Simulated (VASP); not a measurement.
# MgO (Fm-3m) in VASP: further runs

MgO is run at these levels: revPBE; tasks: single point.

Program: VASP 6.6.1. These are calculated values, not measurements. Logs are shortened: lines on timing, memory, paths and dates and some standing lists are left out, and cuts for length are marked.

**The experiment to reproduce.**

“Electronic structure of alkaline earth and post-transition metal oxides”, 2009, arxiv:0908.1581 quotes, for a bulk crystal of MgO: band gap 7.83 eV.

How close the calculation comes is told below.

### 1 The cell of the first run

Symmetry: Fm-3m, No. 225, cubic system. Conventional cell: a = 4.270 Å, b = 4.270 Å, c = 4.270 Å, α = 90.00°, β = 90.00°, γ = 90.00°. Mg (site symmetry m-3m) has 6 O at 2.14 Å within 2.8 Å. Within 2.8 Å of O (site symmetry m-3m) lie 6 Mg at 2.14 Å.

### 2 Single point, revPBE

The input, INCAR:

```
SYSTEM = MgO
PREC     = Accurate       ! precision mode
ENCUT    = 520            ! plane-wave cutoff, eV
EDIFF    = 1E-6           ! SCF threshold, eV
ISMEAR   = 0              ! smearing method
SIGMA    = 0.05           ! smearing width, eV
LREAL    = .FALSE.        ! projectors in reciprocal space
LASPH    = .TRUE.         ! aspherical terms in the spheres
NELM     = 60             ! most SCF steps
ALGO     = Normal         ! electronic algorithm
ISIF     = 2              ! what is computed and relaxed
LWAVE    = .FALSE.        ! write WAVECAR
LCHARG   = .TRUE.         ! write CHGCAR
GGA      = RE             ! functional
LELF     = .TRUE.         ! ELF
LVHAR    = .TRUE.       
NBANDS   = 11             ! bands
```

The input, KPOINTS:

```
Automatic mesh
0
G
  10 10 10
  0 0 0
```

The input, POSCAR:

```
MgO
1.0
    0.0000000000      2.1351491430      2.1351491430
    2.1351491430      0.0000000000      2.1351491430
    2.1351491430      2.1351491430      0.0000000000
Mg O
1 1
Direct
    0.0000000000      0.0000000000      0.0000000000
    0.5000000000      0.5000000000      0.5000000000
```

Potentials or basis: VASP PAW PBE potentials, release 64 (Mg, O).

Started as:

```sh
$ cat potpaw_PBE.64/Mg/POTCAR potpaw_PBE.64/O/POTCAR > POTCAR
$ mpirun -np 1 vasp_std > vasp.out
```

OUTCAR:

```text
SYSTEM = MgO
   PREC = Accurate
   ENCUT = 520
   EDIFF = 1E-6
   ISMEAR = 0
   LREAL = .FALSE.
   LASPH = .TRUE.
   NELM = 60
   ISIF = 2
   GGA = RE

 ion  position               nearest neighbor table
   1  0.000  0.000  0.000-   2 2.14   2 2.14   2 2.14   2 2.14   2 2.14   2 2.14
   2  0.500  0.500  0.500-   1 2.14   1 2.14   1 2.14   1 2.14   1 2.14   1 2.14

  LATTYP: Found a face centered cubic cell.
 ALAT       =     4.2702982860

  Lattice vectors:

 A1 = (   0.0000000000,   2.1351491430,   2.1351491430)
 A2 = (   2.1351491430,   0.0000000000,   2.1351491430)
 A3 = (   2.1351491430,   2.1351491430,   0.0000000000)

Analysis of symmetry for initial positions (statically):
=====================================================================
 Subroutine PRICEL returns:
 Original cell was already a primitive cell.

 Routine SETGRP: Setting up the symmetry group for a
 face centered cubic supercell.

 Subroutine GETGRP returns: Found 48 space group operations
 (whereof 48 operations were pure point group operations)
 out of a pool of 48 trial point group operations.

The static configuration has the point symmetry O_h .

Analysis of symmetry for dynamics (positions and initial velocities):
=====================================================================
 Subroutine PRICEL returns:
 Original cell was already a primitive cell.

 Routine SETGRP: Setting up the symmetry group for a
 face centered cubic supercell.

 Subroutine GETGRP returns: Found 48 space group operations
 (whereof 48 operations were pure point group operations)
 out of a pool of 48 trial point group operations.

The dynamic configuration has the point symmetry O_h .

 Subroutine INISYM returns: Found 48 space group operations
 (whereof 48 operations are pure point group operations),
 and found     1 'primitive' translations

----------------------------------------------------------------------------------------

                                     Primitive cell

  volume of cell :      19.4677

  direct lattice vectors                    reciprocal lattice vectors
     0.000000000  2.135149143  2.135149143    -0.234175679  0.234175679  0.234175679
     2.135149143  0.000000000  2.135149143     0.234175679 -0.234175679  0.234175679
     2.135149143  2.135149143  0.000000000     0.234175679  0.234175679 -0.234175679

  length of vectors
     3.019556876  3.019556876  3.019556876     0.405604174  0.405604174  0.405604174

  position of ions in fractional coordinates (direct lattice)
     0.000000000  0.000000000  0.000000000
     0.500000000  0.500000000  0.500000000

  ion indices of the primitive-cell ions
   primitive index   ion index
                 1           1
                 2           2

----------------------------------------------------------------------------------------

 KPOINTS: Automatic mesh

Automatic generation of k-mesh.
 Grid dimensions read from file:
 generate k-points for:   10   10   10

 Generating k-lattice:

  Cartesian coordinates                     Fractional coordinates (reciprocal lattice)
    -0.023417568  0.023417568  0.023417568     0.100000000  0.000000000  0.000000000
     0.023417568 -0.023417568  0.023417568     0.000000000  0.100000000  0.000000000
     0.023417568  0.023417568 -0.023417568     0.000000000  0.000000000  0.100000000

  Length of vectors
     0.040560417  0.040560417  0.040560417

  Shift w.r.t. Gamma in fractional coordinates (k-lattice)
     0.000000000  0.000000000  0.000000000

 Subroutine IBZKPT returns following result:
 ===========================================

 Found     47 irreducible k-points:

 Following reciprocal coordinates:
            Coordinates               Weight
  0.000000  0.000000  0.000000      1.000000
  0.100000  0.000000  0.000000      8.000000
  0.200000  0.000000  0.000000      8.000000
  0.300000  0.000000  0.000000      8.000000
  0.400000  0.000000  0.000000      8.000000
  0.500000  0.000000  0.000000      4.000000
[... 16 lines left out ...]
  0.300000  0.300000  0.000000      6.000000
  0.400000  0.300000  0.000000     24.000000
 [... further k-points ...]
   k-points           NKPTS =     47   k-points in BZ     NKDIM =     47   number of bands    NBANDS=     11
   number of dos      NEDOS =    301   number of ions     NIONS =      2
   total plane-waves  NPLWV =  13824
   dimension x,y,z NGX =    24 NGY =   24 NGZ =   24
   dimension x,y,z NGXF=    48 NGYF=   48 NGZF=   48
   ions per type =               1   1
   NGX,Y,Z   is equivalent  to a cutoff of  13.21, 13.21, 13.21 a.u.
   NGXF,Y,Z  is equivalent  to a cutoff of  26.43, 26.43, 26.43 a.u.
 SYSTEM =  MgO
   PREC   = accura    normal or accurate (medium, high low for compatibility)
   ISTART =      0    job   : 0-new  1-cont  2-samecut
   ICHARG =      2    charge: 1-file 2-atom 10-const
   ISPIN  =      1    spin polarized calculation?
   LNONCOLLINEAR =      F non collinear calculations
   LSORBIT =      F    spin-orbit coupling
   LASPH  =      T    aspherical Exc in radial PAW
   ENCUT  =  520.0 eV  38.22 Ry    6.18 a.u.   5.61  5.61  5.61*2*pi/ulx,y,z
   NELM   =     60;   NELMIN=  2; NELMDL= -5     # of ELM steps
   EDIFF  = 0.1E-05   stopping-criterion for ELM
   LREAL  =      F    real-space projection
   EDIFFG = 0.1E-04   stopping-criterion for IOM
   NSW    =      0    number of steps for IOM
   IBRION =     -1    ionic relax: 0-MD 1-quasi-New 2-CG
   NFREE  =      0    steps in history (QN), initial steepest desc. (CG)
   ISIF   =      2    stress and relaxation
   ISYM   =      2    0-nonsym 1-usesym 2-fastsym
   POTIM  = 0.5000    time-step for ionic-motion
   TEBEG  =    0.0;   TEEND  =   0.0 temperature during run
   PSTRESS=    0.0 pullay stress
   NELECT =       8.0000    total number of electrons
   NUPDOWN=      -1.0000    fix difference up-down
   EMIN   =  10.00;   EMAX   =-10.00  energy-range for DOS
   EFERMI =   0.00;   METHOD = LEGACY
   ISMEAR =     0;   SIGMA  =   0.05  broadening in eV -4-tet -1-fermi 0-gaus
   EFERMI_NEDOS =   21; number of points for ismear=-14 and -15
   IALGO  =     38    algorithm
   IMIX   =      4    mixing-type and parameters
     AMIX     =   0.40;   BMIX     =  1.00
     AMIX_MAG =   1.60;   BMIX_MAG =  1.00
  volume/ion in A,a.u.               =       9.73        65.69
  Fermi-wavevector in a.u.,A,eV,Ry     =   1.217120  2.300023 20.155402  1.481380
  Thomas-Fermi vector in A             =   2.352451
   LORBIT       =      0    0 simple, 1 ext, 2 COOP (PROOUT), +10 PAW based schemes
   GGA     = RE    functional components
   LHFCALC =     F    Hartree Fock is set to
   AEXX    =    0.0000 exact exchange contribution
   IVDW    =     0    specifies the selected vdW correction
   LEPSILON=     F    determine dielectric tensor
   LRPA    =     F    only Hartree local field effects (RPA)
 non-spin polarized calculation
 Gauss-broadening in eV      SIGMA  =   0.05
  energy-cutoff  :      520.00
  volume of cell :       19.47
 maximum number of plane-waves:       544
   NGX = 11   NGY = 11   NGZ = 11

 number of electron       8.0000002 magnetization

 Free energy of the ion-electron system (eV)
  ---------------------------------------------------
  ext. energy  EPLUGINS =         0.00000000
  ---------------------------------------------------
  free energy    TOTEN  =       -11.32598350 eV

  energy without entropy =      -11.32598350  energy(sigma->0) =      -11.32598350

 E-fermi :   3.3369     XC(G=0): -10.7090

 val. band max:        3.0082285981   @ k =   0.0000   0.0000   0.0000
 cond. band min:       7.4274109683   @ k =   0.0000   0.0000   0.0000
 fundamental gap:      4.4191823702
 Fermi energy:         3.3368940395

 k-point     1 :       0.0000    0.0000    0.0000
  band No.  band energies     occupation
      1     -14.1061      2.00000
      2       3.0082      2.00000
      3       3.0082      2.00000
      4       3.0082      2.00000
      5       7.4274      0.00000
      6      18.6737      0.00000
      7      18.6737      0.00000
      8      18.6737      0.00000
      9      22.4378      0.00000
     10      24.2137      0.00000
     11      24.2137      0.00000

 k-point     2 :       0.1000    0.0000    0.0000
  band No.  band energies     occupation
      1     -14.0091      2.00000
      2       2.3712      2.00000
      3       2.9458      2.00000
      4       2.9458      2.00000
      5       8.0563      0.00000
      6      17.4268      0.00000
      7      18.8989      0.00000
      8      18.8989      0.00000
      9      23.4439      0.00000
     10      23.4439      0.00000
     11      24.0340      0.00000

 k-point     3 :       0.2000    0.0000    0.0000
  band No.  band energies     occupation
      1     -13.7430      2.00000
      2       1.1001      2.00000
      3       2.7873      2.00000
      4       2.7873      2.00000
      5       9.2547      0.00000
      6      15.9001      0.00000
      7      19.3346      0.00000
      8      19.3346      0.00000
      9      22.7497      0.00000
     10      22.7497      0.00000
     11      24.7699      0.00000

 k-point     4 :       0.3000    0.0000    0.0000
  band No.  band energies     occupation
      1     -13.3860      2.00000
      2      -0.1554      2.00000
      3       2.6007      2.00000
      4       2.6007      2.00000
      5      10.2295      0.00000
      6      15.1407      0.00000
      7      19.3859      0.00000
      8      19.3859      0.00000
      9      23.2041      0.00000
     10      23.2041      0.00000
     11      24.1647      0.00000
[... 239 lines left out ...]
 k-point    22 :      -0.2000    0.2000    0.0000
  band No.  band energies     occupation
      1     -13.2796      2.00000
      2       0.0318      2.00000
      3       1.7457      2.00000
      4       2.5999      2.00000
      5      11.1391      0.00000
      6      14.7703      0.00000
      7      17.7909      0.00000
      8      20.4445      0.00000
      9      21.2792      0.00000
     10      24.0185      0.00000
     11      27.2918      0.00000

 k-point    23 :       0.3000    0.3000    0.0000
  band No.  band energies     occupation
      1     -13.1997      2.00000
      2      -0.0164      2.00000
      3       2.1181      2.00000
      4       2.1181      2.00000
      5      11.5279      0.00000
      6      13.4354      0.00000
      7      17.1230      0.00000
      8      20.5731      0.00000
      9      20.5731      0.00000
     10      26.7973      0.00000
     11      29.6955      0.00000

 k-point    24 :       0.4000    0.3000    0.0000
  band No.  band energies     occupation
      1     -12.9756      2.00000
      2      -0.4139      2.00000
      3       1.7719      2.00000
      4       1.9783      2.00000
      5      12.2812      0.00000
      6      13.1396      0.00000
      7      16.3025      0.00000
      8      20.7821      0.00000
      9      20.9814      0.00000
     10      27.5065      0.00000
     11      29.2973      0.00000

 [... further k-points ...]

------------------------ aborting loop because EDIFF is reached ----------------------------------------

  FORCE on cell =-STRESS in cart. coord.  units (eV):
  Direction    XX          YY          ZZ          XY          YZ          ZX
  --------------------------------------------------------------------------------------
  -------------------------------------------------------------------------------------
  Total        0.1197755      0.1197755      0.1197755     -0.0000000      0.0000000      0.0000000
  in kB        9.8574330      9.8574330      9.8574330     -0.0000000      0.0000000      0.0000000
  external PRESSURE =       9.8574330 kB  Pullay stress =       0.0000000 kB

 VOLUME and BASIS-vectors are now :
 -----------------------------------------------------------------------------
  energy-cutoff  :      520.00
  volume of cell :       19.47
      direct lattice vectors                 reciprocal lattice vectors
     0.000000000  2.135149143  2.135149143    -0.234175679  0.234175679  0.234175679
     2.135149143  0.000000000  2.135149143     0.234175679 -0.234175679  0.234175679
     2.135149143  2.135149143  0.000000000     0.234175679  0.234175679 -0.234175679

 POSITION                                       TOTAL-FORCE (eV/Angst)
 -----------------------------------------------------------------------------------
      0.00000      0.00000      0.00000         0.000000      0.000000     -0.000000
      2.13515      2.13515      2.13515         0.000000      0.000000      0.000000
 -----------------------------------------------------------------------------------
    total drift:                               -0.000000     -0.000000      0.000000

  FREE ENERGIE OF THE ION-ELECTRON SYSTEM (eV)
  ---------------------------------------------------
  free  energy   TOTEN  =       -11.3259835008 eV

  energy  without entropy=      -11.3259835008  energy(sigma->0) =      -11.32598350
```

Wall time 5.1 s (1 thread of Intel Xeon 6975P-C, shared host); peak memory 0.14 GiB.

What came out:

- Free energy: -11.3260 eV
- Pressure: 1.0 GPa
- Band gap on the k mesh: 4.42 eV, direct

Levels at points of the mesh, in eV from the valence-band top:
| k point | band 2 | band 3 | band 4 | band 5 | band 6 | band 7 |
| --- | --- | --- | --- | --- | --- | --- |
| (0.00, 0.00, 0.00) | 0.00 | 0.00 | 0.00 | 4.42 | 15.67 | 15.67 |
| (0.50, 0.00, 0.00) | -4.41 | -0.61 | -0.61 | 7.72 | 12.25 | 16.01 |
| (0.50, 0.50, 0.00) | -3.90 | -1.28 | -1.28 | 9.15 | 9.68 | 12.76 |

Caveat: the PAW data sets were made with another functional, which shifts forces and pressure a little.

[end of part 1 of 3]
